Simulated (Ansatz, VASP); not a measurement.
**Rh in VASP and in Ansatz**

```
Rh
1.0
     2.43465    0.00000    0.00000
     0.00000    2.43465    0.00000
     0.00000    0.00000    2.43465
Rh
1
Direct
  0.00000 0.00000 0.00000
```

Alike in both runs: task relaxation of cell and atoms; functional PBEsol; k mesh 8 × 8 × 8; occupations gaussian, width 0.1 eV; no spin polarisation.

|  | VASP | Ansatz |
| --- | --- | --- |
| version | VASP 6.6.1 | Ansatz 0.2.0 |
| potentials or method | VASP PAW PBE potentials, release 64 (Rh_pv), cutoff 600 eV | scalar-relativistic, plane waves, PAW |
| valence electrons in the cell | 15 | 17 |

VASP gave:

```
gap on the k mesh at the Fermi level, each at its own relaxed structure (eV) : none
relaxed volume (Å³/atom)                                                     : 15.55
relaxed cell length with the largest relative difference (Å)                 : 2.496
```

**Question.** What did Ansatz give for the same quantities?

**Answer.** gap on the k mesh at the Fermi level, each at its own relaxed structure (eV): none; relaxed volume (Å³/atom): 15.54; relaxed cell length with the largest relative difference (Å): 2.495.

VASP's potentials were made for PBE, not for PBEsol. A gap of «none» marks a metal or a gap that the smearing closes. VASP's potentials hold 15 valence electrons a cell and Ansatz's 17, so a difference there can come from the potentials and not from the codes.
